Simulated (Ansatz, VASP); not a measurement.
# Au: VASP beside Ansatz

The input INCAR:

```
SYSTEM = Au
  ALGO = Fast
  DIPOL = 0.5 0.5 0.500
  EDIFF = 1E-6
  ENCUT = 520
  GGA = PS
  IDIPOL = 3
  ISIF = 2
  ISMEAR = 0
  LASPH = .TRUE.
  LCHARG = .FALSE.
  LDIPOL = .TRUE.
  LREAL = .FALSE.
  LWAVE = .FALSE.
  NBANDS = 36
  NELM = 100
  PREC = Accurate
  SIGMA = 0.1
```

File KPOINTS:

```
k-points
0
G
  12 12 1
  0 0 0
```

POSCAR

```
Au
1.0
    2.8876514431      0.0000000000      0.0000000000
    0.0000000000      2.8876514431      0.0000000000
    0.0000000000      0.0000000000     23.1675116685
Au
5
Direct
    0.5000000000      0.5000000000      0.3251834942
    0.0000000000      0.0000000000      0.4118225573
    0.5000000000      0.5000000000      0.5000000001
    0.0000000000      0.0000000000      0.5881774429
    0.5000000000      0.5000000000      0.6748165055
```

Input for Ansatz:

```yaml
crystal:
  lattice:
    - [2.8876514431, 0.0, 0.0]
    - [0.0, 2.8876514431, 0.0]
    - [0.0, 0.0, 23.1675116685]
  atoms:
    - { symbol: Au, position: [0.5, 0.5, 0.3251834942] }
    - { symbol: Au, position: [0.0, 0.0, 0.4118225573] }
    - { symbol: Au, position: [0.5, 0.5, 0.5000000001] }
    - { symbol: Au, position: [0.0, 0.0, 0.5881774429] }
    - { symbol: Au, position: [0.5, 0.5, 0.6748165055] }
basis:
  ecutwfc: 420
kpoints:
  mp_grid: { grid: [12, 12, 1] }
  band_path:
    path: [[0.5, 0, 0], [0, 0, 0], [0.5, 0.5, 0], [0.5, 0, 0]]
    npoints: 12
hamiltonian:
  xc: pbesol
scf:
  occupations: { method: gaussian, width: 0.1 }
  n_extra_bands: 16
output:
  forces: true
  eigenvalues: true
  populations: true
  fatbands: true
  write_density: true
  write_potential: true
  elf: true
  volumetric_format: npy
efield:
  axis: 3
  dipole_correction: true
  ramp_width: 0.04
```

Alike in both runs: task single point; functional PBEsol; k mesh 12 × 12 × 1; occupations gaussian, width 0.1 eV; no spin polarisation.

|  | VASP | Ansatz |
| --- | --- | --- |
| version | VASP 6.6.1 | Ansatz 0.2.0 |
| potentials or method | VASP PAW PBE potentials, release 64 (Au), cutoff 520 eV | scalar-relativistic, plane waves, PAW |
| valence electrons in the cell | 55 | 95 |

Ansatz gave:

| Quantity | Value |
| --- | --- |
| gap on the k mesh at the Fermi level (eV) | none |
| rms of the force components (eV/Å) | 0.001 |

Question: What did VASP give for the same quantities?

Answer: gap on the k mesh at the Fermi level (eV): none; rms of the force components (eV/Å): 0.004.

VASP's potentials were made for PBE, not for PBEsol. Atom by atom the forces differ by 0.003 eV/Å (rms over components). A gap of «none» marks a metal or a gap that the smearing closes. VASP's potentials hold 55 valence electrons a cell and Ansatz's 95, so a difference there can come from the potentials and not from the codes. Ansatz's warnings: xc potential rough in thin density.

Neither program's run includes spin-orbit coupling.
